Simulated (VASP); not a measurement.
Input of a VASP 6.6.1 run:

Contents of INCAR:

```
ALGO = Normal ; EDIFF = 1E-8
ENCUT = 520 ; GGA = PE
ISIF = 2 ; ISMEAR = -1
ISPIN = 2 ; LASPH = T
LCHARG = F ; LEFG = T
LMAXMIX = 4 ; LORBIT = 11
LREAL = F ; LWAVE = F
MAGMOM = 4 0 ; NBANDS = 20
NELM = 150 ; PREC = Accurate
SIGMA = 0.05
```

Contents of KPOINTS:

```
k-points
0
Gamma
  16 16 16
```

POSCAR

```
MnO
1.0
    0.0000000000      2.2145685064      2.2145685064
    2.2145685064      0.0000000000      2.2145685064
    2.2145685064      2.2145685064      0.0000000000
Mn O
1 1
Direct
    0.0000000000      0.0000000000      0.0000000000
    0.5000000000      0.5000000000      0.5000000000
```

Potentials or basis: VASP PAW PBE potentials, release 64 (Mn_pv, O).

Run with:

```bash
$ cat potpaw_PBE.64/Mn_pv/POTCAR potpaw_PBE.64/O/POTCAR > POTCAR
$ mpirun -np 1 vasp_std > vasp.out
```

Question: Predict the pressure.

Answer: 1.2 GPa.

Question: Estimate the site moments.

Answer: Mn +4.30; O +0.20 μB.

Question: Predict the net moment.

Answer: 4.73 μB per cell.

Caveat: a cell with one magnetic atom can't hold antiferromagnetic order, which such compounds often take.
